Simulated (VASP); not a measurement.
Mg3CoO4, 8 atoms in the cell. It takes space group Pm-3m (No. 221, cubic). The conventional cell has a = 4.050 Å, b = 4.050 Å, c = 4.050 Å, α = 90.00°, β = 90.00°, γ = 90.00°. Within 2.7 Å of Co (site symmetry m-3m) lie 6 O at 2.02 Å. Within 2.7 Å of Mg (site symmetry 4/mmm) lie 6 O at 2.02 Å. O (site symmetry m-3m) has 6 Mg at 2.02 Å within 2.7 Å. O (site symmetry 4/mmm) has 2 Co at 2.02 Å and 4 Mg at 2.02 Å within 2.7 Å. 

- Program: VASP 6.6.1
- Task: single point
- Functional: r2SCAN
- Potentials or basis: VASP PAW PBE potentials, release 64 (Co, Mg, O)
- Cutoff: 660 eV
- k mesh: 1 × 1 × 1
- Occupations: fermi-dirac, width 0.1 eV
- Spin: collinear spin, ferromagnetic start
- Starting moments: [3.0, 0.0, 0.0, 0.0, 0.0, 0.0, 0.0, 0.0] μB
- Dipole correction: no
- Further INCAR settings: ALGO = Normal; EDIFF = 1e-06; NBANDS = 34

Potentials or basis: VASP PAW PBE potentials, release 64 (Co, Mg, O).

Run with:

```sh
$ cat potpaw_PBE.64/Co/POTCAR potpaw_PBE.64/Mg/POTCAR potpaw_PBE.64/O/POTCAR > POTCAR
$ cp INCAR.step1 INCAR
$ mpirun -np 1 vasp_gam > vasp.out
$ cp INCAR.step2 INCAR
$ mpirun -np 1 vasp_gam > vasp.out
```

Hardware: 1 thread of Intel(R) Xeon(R) Platinum 8488C (Sapphire Rapids) (shared host).

Problem. How long does it take, and how much memory?

Solution. Wall time 59 s on 1 thread of Intel(R) Xeon(R) Platinum 8488C (Sapphire Rapids), with other jobs on the host, peak memory 0.25 GiB. Counts: k points 1.
